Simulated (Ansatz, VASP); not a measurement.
La2O3: VASP beside Ansatz

File INCAR:

```
SYSTEM = La2O3
  PREC = Accurate
  ENCUT = 520
  EDIFF = 1E-6
  ISMEAR = -1
  SIGMA = 0.05
  LREAL = .False.
  LASPH = .True.
  NELM = 60
  ALGO = Normal
  ISIF = 2
  LWAVE = .False.
  LCHARG = .False.
  GGA = PE
  NBANDS = 28
```

Contents of KPOINTS:

```
regular mesh
0
Gamma
  5 5 8
  0 0 0
```

POSCAR

```
La2O3
1.0
    6.3492473695      0.0000000000      0.0000000000
   -3.1746236848      5.4986095169      0.0000000000
    0.0000000000      0.0000000000      3.3431889533
La O
2 3
Direct
    0.6666666667      0.3333333333      0.5000000000
    0.3333333333      0.6666666667      0.5000000000
    0.5080139900      0.0000000000      0.0000000000
    0.0000000000      0.5080139900      0.0000000000
    0.4919860100      0.4919860100      0.0000000000
```

input.yaml

```yaml
crystal:
  lattice:
    - [6.3492473695, 0.0, 0.0]
    - [-3.1746236848, 5.4986095169, 0.0]
    - [0.0, 0.0, 3.3431889533]
  atoms:
    - { symbol: La, position: [0.6666666667, 0.3333333333, 0.5] }
    - { symbol: La, position: [0.3333333333, 0.6666666667, 0.5] }
    - { symbol: O, position: [0.50801399, 0.0, 0.0] }
    - { symbol: O, position: [0.0, 0.50801399, 0.0] }
    - { symbol: O, position: [0.49198601, 0.49198601, 0.0] }
kpoints:
  mp_grid: { grid: [5, 5, 8] }
scf:
  occupations: { method: fermi_dirac, width: 0.05 }
hamiltonian:
  xc: pbe
  pseudopotentials: { kind: all_electron, lapw: { basis_error: 0.001 } }
output:
  forces: true
  stress: true
  eigenvalues: true
```

Change from the starting cell: volume scaled by 1.04.

Alike in both runs: task single point; functional PBE; k mesh 5 × 5 × 8; occupations fermi-dirac, width 0.05 eV; no spin polarisation.

|  | VASP | Ansatz |
| --- | --- | --- |
| version | VASP 6.6.1 | Ansatz 0.2.0 |
| potentials or method | VASP PAW PBE potentials, release 64 (La, O), cutoff 520 eV | all-electron LAPW, scalar-relativistic |

```csv
,VASP,Ansatz,Ansatz less VASP
gap on the k mesh at the Fermi level (eV),1.73,1.72,-0.016
least direct gap on the mesh (eV),2.12,2.12,-0.003
pressure (GPa),-1.8,-1.6,+0.22
"traceless stress, the component that is largest in VASP (GPa)",-2.81,-2.75,+0.054
rms of the force components (eV/Å),0.029,0.029,-0.0005
```

Atom by atom the forces differ by 0.000 eV/Å (rms over components). Ansatz ran all-electron here, and VASP with PAW potentials.

Neither program's run includes spin-orbit coupling.
